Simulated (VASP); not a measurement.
# Pd (a cell with a defect) in VASP: further runs

The runs below take Pd (a cell with a defect) through single point, with PBEsol+D3(BJ).

Program: VASP 6.6.1. These are calculated values, not measurements. Logs are shortened: lines on timing, memory, paths and dates and some standing lists are left out, and cuts for length are marked.

### Step 1. The cell of the first run

The cell holds a defect, 7 atoms: a = 5.447 Å, b = 5.447 Å, c = 5.447 Å, α = 109.47°, β = 109.47°, γ = 109.47°.

### Step 2. Single point, PBEsol+D3(BJ)

INCAR

```
PREC = Accurate
ENCUT = 400
EDIFF = 1E-6
ISMEAR = 0
SIGMA = 0.1
LREAL = False
LASPH = True
NELM = 120
ALGO = Normal
ISIF = 2
LWAVE = False
LCHARG = False
GGA = PS
IVDW = 12
NBANDS = 44
GGA_COMPAT = False
```

KPOINTS

```
regular mesh
0
Gamma
  2 2 2
```

POSCAR

```
Pd
1.0
   -3.1445620000      3.1445620000      3.1445620000
    3.1445620000     -3.1445620000      3.1445620000
    3.1445620000      3.1445620000     -3.1445620000
Pd
7
Direct
    0.0000000000      0.0000000000      0.5000000000
    0.0000000000      0.5000000000      0.0000000000
    0.0000000000      0.5000000000      0.5000000000
    0.5000000000      0.0000000000      0.0000000000
    0.5000000000      0.0000000000      0.5000000000
    0.5000000000      0.5000000000      0.0000000000
    0.5000000000      0.5000000000      0.5000000000
```

Potentials or basis: VASP PAW PBE potentials, release 64 (Pd).

Started as:

```
> cat potpaw_PBE.64/Pd/POTCAR > POTCAR
> mpirun -np 1 vasp_std > vasp.out
```

OUTCAR:

```text
PREC = Accurate
   ENCUT = 400
   EDIFF = 1E-6
   ISMEAR = 0
   LREAL = False
   LASPH = True
   NELM = 120
   ISIF = 2
   GGA = PS
   IVDW = 12
 IVDW          = 12

 ion  position               nearest neighbor table
   1  0.000  0.000  0.500-   3 2.72   5 2.72   6 2.72   3 2.72   5 2.72   6 2.72   2 3.14   2 3.14
                             4 3.14   4 3.14   7 3.14   7 3.14
   2  0.000  0.500  0.000-   3 2.72   5 2.72   6 2.72   3 2.72   6 2.72   5 2.72   1 3.14   1 3.14
                             4 3.14   7 3.14   4 3.14   7 3.14
   3  0.000  0.500  0.500-   1 2.72   2 2.72   4 2.72   7 2.72   2 2.72   1 2.72   7 2.72   4 2.72
                             6 3.14   6 3.14   5 3.14   5 3.14
   4  0.500  0.000  0.000-   3 2.72   5 2.72   6 2.72   5 2.72   6 2.72   3 2.72   2 3.14   1 3.14
                             7 3.14   1 3.14   2 3.14   7 3.14
   5  0.500  0.000  0.500-   1 2.72   2 2.72   4 2.72   7 2.72   4 2.72   7 2.72   1 2.72   2 2.72
                             6 3.14   6 3.14   3 3.14   3 3.14
   6  0.500  0.500  0.000-   1 2.72   2 2.72   4 2.72   7 2.72   7 2.72   4 2.72   2 2.72   1 2.72
                             5 3.14   5 3.14   3 3.14   3 3.14
   7  0.500  0.500  0.500-   3 2.72   5 2.72   6 2.72   6 2.72   5 2.72   3 2.72   4 3.14   2 3.14
                             4 3.14   1 3.14   2 3.14   1 3.14

  LATTYP: Found a body centered cubic cell.
 ALAT       =     6.2891240000

  Lattice vectors:

 A1 = (  -3.1445620000,   3.1445620000,   3.1445620000)
 A2 = (   3.1445620000,  -3.1445620000,   3.1445620000)
 A3 = (   3.1445620000,   3.1445620000,  -3.1445620000)

Analysis of symmetry for initial positions (statically):
=====================================================================
 Subroutine PRICEL returns:
 Original cell was already a primitive cell.

 Routine SETGRP: Setting up the symmetry group for a
 body centered cubic supercell.

 Subroutine GETGRP returns: Found 48 space group operations
 (whereof 48 operations were pure point group operations)
 out of a pool of 48 trial point group operations.

The static configuration has the point symmetry O_h .

Analysis of symmetry for dynamics (positions and initial velocities):
=====================================================================
 Subroutine PRICEL returns:
 Original cell was already a primitive cell.

 Routine SETGRP: Setting up the symmetry group for a
 body centered cubic supercell.

 Subroutine GETGRP returns: Found 48 space group operations
 (whereof 48 operations were pure point group operations)
 out of a pool of 48 trial point group operations.

The dynamic configuration has the point symmetry O_h .

 Subroutine INISYM returns: Found 48 space group operations
 (whereof 48 operations are pure point group operations),
 and found     1 'primitive' translations

----------------------------------------------------------------------------------------

                                     Primitive cell

  volume of cell :     124.3771

  direct lattice vectors                    reciprocal lattice vectors
    -3.144562000  3.144562000  3.144562000     0.000000000  0.159004656  0.159004656
     3.144562000 -3.144562000  3.144562000     0.159004656  0.000000000  0.159004656
     3.144562000  3.144562000 -3.144562000     0.159004656  0.159004656  0.000000000

  length of vectors
     5.446541152  5.446541152  5.446541152     0.224866541  0.224866541  0.224866541

  position of ions in fractional coordinates (direct lattice)
     0.000000000  0.000000000  0.500000000
     0.000000000  0.500000000  0.000000000
     0.000000000  0.500000000  0.500000000
     0.500000000  0.000000000  0.000000000
     0.500000000  0.000000000  0.500000000
     0.500000000  0.500000000  0.000000000
     0.500000000  0.500000000  0.500000000

  ion indices of the primitive-cell ions
   primitive index   ion index
                 1           1
                 2           2
                 3           3
                 4           4
                 5           5
                 6           6
                 7           7

----------------------------------------------------------------------------------------

 KPOINTS: regular mesh

Automatic generation of k-mesh.
 Grid dimensions read from file:
 generate k-points for:    2    2    2

 Generating k-lattice:

  Cartesian coordinates                     Fractional coordinates (reciprocal lattice)
     0.000000000  0.079502328  0.079502328     0.500000000  0.000000000  0.000000000
     0.079502328  0.000000000  0.079502328     0.000000000  0.500000000  0.000000000
     0.079502328  0.079502328  0.000000000     0.000000000  0.000000000  0.500000000

  Length of vectors
     0.112433271  0.112433271  0.112433271

  Shift w.r.t. Gamma in fractional coordinates (k-lattice)
     0.000000000  0.000000000  0.000000000

 Subroutine IBZKPT returns following result:
 ===========================================

 Found      3 irreducible k-points:

 Following reciprocal coordinates:
            Coordinates               Weight
  0.000000  0.000000  0.000000      1.000000
  0.500000  0.000000  0.000000      6.000000
  0.500000  0.500000  0.500000      1.000000
   k-points           NKPTS =      3   k-points in BZ     NKDIM =      3   number of bands    NBANDS=     44
   number of dos      NEDOS =    301   number of ions     NIONS =      7
   total plane-waves  NPLWV =  46656
   dimension x,y,z NGX =    36 NGY =   36 NGZ =   36
   dimension x,y,z NGXF=    72 NGYF=   72 NGZF=   72
   ions per type =               7
   NGX,Y,Z   is equivalent  to a cutoff of  10.99, 10.99, 10.99 a.u.
   NGXF,Y,Z  is equivalent  to a cutoff of  21.98, 21.98, 21.98 a.u.
 SYSTEM =  unknown system
   PREC   = accura    normal or accurate (medium, high low for compatibility)
   ISTART =      0    job   : 0-new  1-cont  2-samecut
   ICHARG =      2    charge: 1-file 2-atom 10-const
   ISPIN  =      1    spin polarized calculation?
   LNONCOLLINEAR =      F non collinear calculations
   LSORBIT =      F    spin-orbit coupling
   LASPH  =      T    aspherical Exc in radial PAW
   ENCUT  =  400.0 eV  29.40 Ry    5.42 a.u.   8.88  8.88  8.88*2*pi/ulx,y,z
   NELM   =    120;   NELMIN=  2; NELMDL= -5     # of ELM steps
   EDIFF  = 0.1E-05   stopping-criterion for ELM
   LREAL  =      F    real-space projection
   EDIFFG = 0.1E-04   stopping-criterion for IOM
   NSW    =      0    number of steps for IOM
   IBRION =     -1    ionic relax: 0-MD 1-quasi-New 2-CG
   NFREE  =      0    steps in history (QN), initial steepest desc. (CG)
   ISIF   =      2    stress and relaxation
   ISYM   =      2    0-nonsym 1-usesym 2-fastsym
   POTIM  = 0.5000    time-step for ionic-motion
   TEBEG  =    0.0;   TEEND  =   0.0 temperature during run
   PSTRESS=    0.0 pullay stress
   NELECT =      70.0000    total number of electrons
   NUPDOWN=      -1.0000    fix difference up-down
   EMIN   =  10.00;   EMAX   =-10.00  energy-range for DOS
   EFERMI =   0.00;   METHOD = LEGACY
   ISMEAR =     0;   SIGMA  =   0.10  broadening in eV -4-tet -1-fermi 0-gaus
   EFERMI_NEDOS =   21; number of points for ismear=-14 and -15
   IALGO  =     38    algorithm
   IMIX   =      4    mixing-type and parameters
     AMIX     =   0.40;   BMIX     =  1.00
     AMIX_MAG =   1.60;   BMIX_MAG =  1.00
  volume/ion in A,a.u.               =      17.77       119.91
  Fermi-wavevector in a.u.,A,eV,Ry     =   1.351639  2.554227 24.856861  1.826928
  Thomas-Fermi vector in A             =   2.479044
   LORBIT       =      0    0 simple, 1 ext, 2 COOP (PROOUT), +10 PAW based schemes
   GGA     = PS    functional components
   LHFCALC =     F    Hartree Fock is set to
   AEXX    =    0.0000 exact exchange contribution
   IVDW    =    12    specifies the selected vdW correction
   LEPSILON=     F    determine dielectric tensor
   LRPA    =     F    only Hartree local field effects (RPA)
 non-spin polarized calculation
 Gauss-broadening in eV      SIGMA  =   0.10
  energy-cutoff  :      400.00
  volume of cell :      124.38
 maximum number of plane-waves:      2310
 NGX is ok and might be reduce to    36
   NGX = 17   NGY = 17   NGZ = 17

 number of electron      70.0000055 magnetization

 Free energy of the ion-electron system (eV)
  ---------------------------------------------------
  ext. energy  EPLUGINS =         0.00000000
  ---------------------------------------------------
  free energy    TOTEN  =       -40.99604177 eV

  energy without entropy =      -40.95114416  energy(sigma->0) =      -40.97359296

 E-fermi :   6.9613     XC(G=0): -12.1110

 val. band max:        6.9135342590   @ k =   0.5000   0.0000   0.0000
 cond. band min:       7.0092172863   @ k =   0.5000   0.5000   0.5000
 fundamental gap:      0.0956830273
 Fermi energy:         6.9613004231

 k-point     1 :       0.0000    0.0000    0.0000
  band No.  band energies     occupation
      1       0.6072      2.00000
      2       2.0049      2.00000
      3       2.0049      2.00000
      4       2.2770      2.00000
      5       2.2770      2.00000
      6       2.2770      2.00000
      7       3.1128      2.00000
      8       3.1128      2.00000
      9       3.1128      2.00000
     10       3.1254      2.00000
     11       3.1470      2.00000
     12       3.1470      2.00000
     13       3.7952      2.00000
     14       3.7952      2.00000
     15       3.7952      2.00000
     16       5.4857      2.00000
     17       5.4857      2.00000
     18       5.4857      2.00000
     19       5.9559      2.00000
     20       5.9559      2.00000
     21       6.1100      2.00000
     22       6.2098      2.00000
     23       6.2098      2.00000
     24       6.2665      2.00000
     25       6.4915      2.00000
     26       6.4915      2.00000
     27       6.4915      2.00000
     28       6.6053      2.00000
     29       6.6053      2.00000
     30       6.6053      2.00000
     31       7.2542      0.00003
     32       7.2542      0.00003
     33       7.2542      0.00003
     34       7.5111      0.00000
     35       7.5111      0.00000
     36       7.5111      0.00000
     37       8.4028      0.00000
     38       8.4028      0.00000
     39       8.4028      0.00000
     40       9.6623      0.00000
     41       9.6623      0.00000
     42       9.6623      0.00000
     43      14.0538      0.00000
     44      14.0538      0.00000

 k-point     2 :       0.5000    0.0000    0.0000
  band No.  band energies     occupation
      1       2.0083      2.00000
      2       2.3949      2.00000
      3       2.8047      2.00000
      4       2.8125      2.00000
      5       2.9053      2.00000
      6       3.2573      2.00000
      7       3.4258      2.00000
      8       3.4778      2.00000
      9       3.6466      2.00000
     10       3.6655      2.00000
     11       3.7821      2.00000
     12       3.8515      2.00000
     13       4.0131      2.00000
     14       4.3583      2.00000
     15       4.4447      2.00000
     16       4.4461      2.00000
     17       4.4974      2.00000
     18       4.6638      2.00000
     19       4.7247      2.00000
     20       4.7960      2.00000
     21       5.0870      2.00000
     22       5.2405      2.00000
     23       5.3398      2.00000
     24       5.6589      2.00000
     25       5.8065      2.00000
     26       5.8111      2.00000
     27       5.8454      2.00000
     28       5.8982      2.00000
     29       5.9543      2.00000
     30       5.9762      2.00000
     31       6.1262      2.00000
     32       6.2118      2.00000
     33       6.2178      2.00000
     34       6.3594      2.00000
     35       6.6159      2.00000
     36       6.9135      1.50065
     37       7.3131      0.00000
     38       9.4380      0.00000
     39       9.9159      0.00000
     40      10.1297      0.00000
     41      10.5121      0.00000
     42      12.4372      0.00000
     43      13.7283      0.00000
     44      14.6642      0.00000

 k-point     3 :       0.5000    0.5000    0.5000
  band No.  band energies     occupation
      1       3.2192      2.00000
      2       3.2192      2.00000
      3       3.3599      2.00000
      4       3.3599      2.00000
      5       3.3599      2.00000
      6       3.7651      2.00000
      7       3.8171      2.00000
      8       3.8171      2.00000
      9       3.8171      2.00000
     10       4.1000      2.00000
     11       4.1000      2.00000
     12       4.1000      2.00000
     13       4.1691      2.00000
     14       4.1691      2.00000
     15       4.1691      2.00000
     16       4.2494      2.00000
     17       4.7240      2.00000
     18       4.7240      2.00000
     19       4.7240      2.00000
     20       4.9564      2.00000
     21       4.9564      2.00000
     22       4.9564      2.00000
     23       5.1917      2.00000
     24       5.1917      2.00000
     25       5.1917      2.00000
     26       5.2932      2.00000
     27       5.2932      2.00000
     28       5.3466      2.00000
     29       5.3466      2.00000
     30       5.3466      2.00000
     31       5.6716      2.00000
     32       5.6716      2.00000
     33       6.1520      2.00000
     34       6.5479      2.00000
     35       6.5479      2.00000
     36       7.0092      0.49800
     37       7.0092      0.49799
     38       7.9968      0.00000
     39       7.9968      0.00000
     40       7.9968      0.00000
     41       8.7600      0.00000
     42      15.7168      0.00000
     43      15.7168      0.00000
     44      15.7168      0.00000

------------------------ aborting loop because EDIFF is reached ----------------------------------------

 Edisp (eV)   -3.60465

 E8    (eV) :    -2.4069

  FORCE on cell =-STRESS in cart. coord.  units (eV):
  Direction    XX          YY          ZZ          XY          YZ          ZX
  --------------------------------------------------------------------------------------
  -------------------------------------------------------------------------------------
  Total     -16.60214   -16.60214   -16.60214    -0.00000    -0.00000    -0.00000
  in kB    -213.86227  -213.86227  -213.86227    -0.00000    -0.00000    -0.00000
  external pressure =     -213.86 kB  Pullay stress =        0.00 kB

 VOLUME and BASIS-vectors are now :
 -----------------------------------------------------------------------------
  energy-cutoff  :      400.00
  volume of cell :      124.38
      direct lattice vectors                 reciprocal lattice vectors
    -3.144562000  3.144562000  3.144562000     0.000000000  0.159004656  0.159004656
     3.144562000 -3.144562000  3.144562000     0.159004656  0.000000000  0.159004656
     3.144562000  3.144562000 -3.144562000     0.159004656  0.159004656  0.000000000

 POSITION                                       TOTAL-FORCE (eV/Angst)
 -----------------------------------------------------------------------------------
      1.57228      1.57228     -1.57228        -0.000000      0.000000      0.000000
      1.57228     -1.57228      1.57228        -0.000000      0.000000      0.000000
      3.14456      0.00000      0.00000         0.000000     -0.000000     -0.000000
     -1.57228      1.57228      1.57228         0.000000     -0.000000     -0.000000
      0.00000      3.14456      0.00000         0.000000      0.000000      0.000000
      0.00000      0.00000      3.14456        -0.000000     -0.000000     -0.000000
      1.57228      1.57228      1.57228         0.000000     -0.000000     -0.000000
 -----------------------------------------------------------------------------------
    total drift:                                0.000000      0.000000      0.000000

  FREE ENERGIE OF THE ION-ELECTRON SYSTEM (eV)
  ---------------------------------------------------
  free  energy   TOTEN  =       -44.6006897385 eV

  energy  without entropy=      -44.5557921335  energy(sigma->0) =      -44.57824094
```

It took 18 s on 1 thread of AMD EPYC 9R45 (Zen 5), shared host; peak memory 0.16 GiB.

What came out:

```
Free energy                : -44.6007 eV
Pressure                   : -21.4 GPa
Band gap on the k mesh     : zero (band 35 reaches 7.51 eV, above the bottom of band 36 at 6.91 eV)
Dispersion energy per atom : -0.515 eV
```

Caveat: the k points lie up to 0.71 Å⁻¹ apart; the PAW data sets were made with another functional, which shifts forces and pressure a little.

### Step 3. Single point, PBEsol+D3(BJ)

INCAR

```
SYSTEM = Pd
PREC = Accurate
ENCUT = 400
EDIFF = 1E-6
ISMEAR = 0
SIGMA = 0.1
LREAL = .FALSE.
LASPH = .TRUE.
NELM = 120
ALGO = Normal
ISIF = 2
LWAVE = .FALSE.
LCHARG = .FALSE.
GGA = PS
IVDW = 12
NBANDS = 44
GGA_COMPAT = .FALSE.
```

KPOINTS

```
regular mesh
0
G
  2 2 2
  0 0 0
```

POSCAR, as its differences from that of step 2:

```diff
@@ -8,3 +8,3 @@
 Direct
-    0.0000000000      0.0000000000      0.5000000000
+    0.0000000000      0.0000000000      0.0000000000
     0.0000000000      0.5000000000      0.0000000000
```

Potentials or basis: VASP PAW PBE potentials, release 64 (Pd).

Started as:

```
> cat potpaw_PBE.64/Pd/POTCAR > POTCAR
> mpirun -np 1 vasp_std > vasp.out
```

Wall time 22 s (1 thread of AMD EPYC 9R45 (Zen 5), shared host); peak memory 0.17 GiB.

It converged, with:

```
Free energy                : -44.6007 eV
Pressure                   : -21.4 GPa
Band gap on the k mesh     : zero (band 35 reaches 7.51 eV, above the bottom of band 36 at 6.91 eV)
Dispersion energy per atom : -0.515 eV
```

Levels at points of the mesh, in eV from the Fermi level:
| k point | band 33 | band 34 | band 35 | band 36 | band 37 | band 38 |
| --- | --- | --- | --- | --- | --- | --- |
| (0.00, 0.00, 0.00) | 0.29 | 0.55 | 0.55 | 0.55 | 1.44 | 1.44 |
| (0.50, 0.00, 0.00) | -0.74 | -0.60 | -0.35 | -0.05 | 0.35 | 2.48 |
| (0.50, 0.50, 0.50) | -0.81 | -0.41 | -0.41 | 0.05 | 0.05 | 1.04 |

Caveat: the k points lie up to 0.71 Å⁻¹ apart; the PAW data sets were made with another functional, which shifts forces and pressure a little.
